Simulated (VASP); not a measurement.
Write the native input for VASP 6.6.1 that does the following.

| Quantity | Value |
| --- | --- |
| Task | single point |
| Functional | LDA |
| Potentials or basis | VASP PAW LDA potentials, release 64 (Bi_d) |
| Cutoff | 520 eV |
| k mesh | 9 × 9 × 9 |
| Occupations | gaussian, width 0.2 eV |
| Spin | no spin polarisation |
| Dipole correction | no |
| Further INCAR settings | ALGO = Normal; EDIFF = 1e-06; NBANDS = 22 |

The structure of Bi lies in POSCAR:

```
Bi
1.0
    2.2451514826      1.2962388128      3.8388382945
   -2.2451514826      1.2962388128      3.8388382945
    0.0000000000     -2.5924776257      3.8388382945
Bi
2
Direct
    0.2371145469      0.2371145469      0.2371145469
    0.7628854531      0.7628854531      0.7628854531
```

One way to write it, as run:

INCAR

```
SYSTEM = Bi
PREC = Accurate ; ENCUT = 520
EDIFF = 1E-6 ; ISMEAR = 0
SIGMA = 0.2 ; LREAL = .FALSE.
LASPH = .TRUE. ; NELM = 100
ALGO = Normal ; ISIF = 2
LWAVE = .FALSE. ; LCHARG = .FALSE.
GGA = CA ; NBANDS = 22
```

KPOINTS

```
Automatic mesh
0
G
  9 9 9
  0 0 0
```

Potentials or basis: VASP PAW LDA potentials, release 64 (Bi_d).

The run is started by

```bash
$ cat potpaw_LDA.64/Bi_d/POTCAR > POTCAR
$ mpirun -np 1 vasp_std > vasp.out
```

It gave:

| Quantity | Value |
| --- | --- |
| Pressure | 0.1 GPa |
| Largest force | 0.010 eV/Å |
| Band gap on the k mesh | zero (bands 15 and 16 overlap by 0.03 eV) |

Caveat: spin-orbit coupling is left out, which moves the levels of the heavy elements.

Wall time 94 s on 1 thread of Intel Xeon 8259CL, with other jobs on the host, peak memory 0.23 GiB.
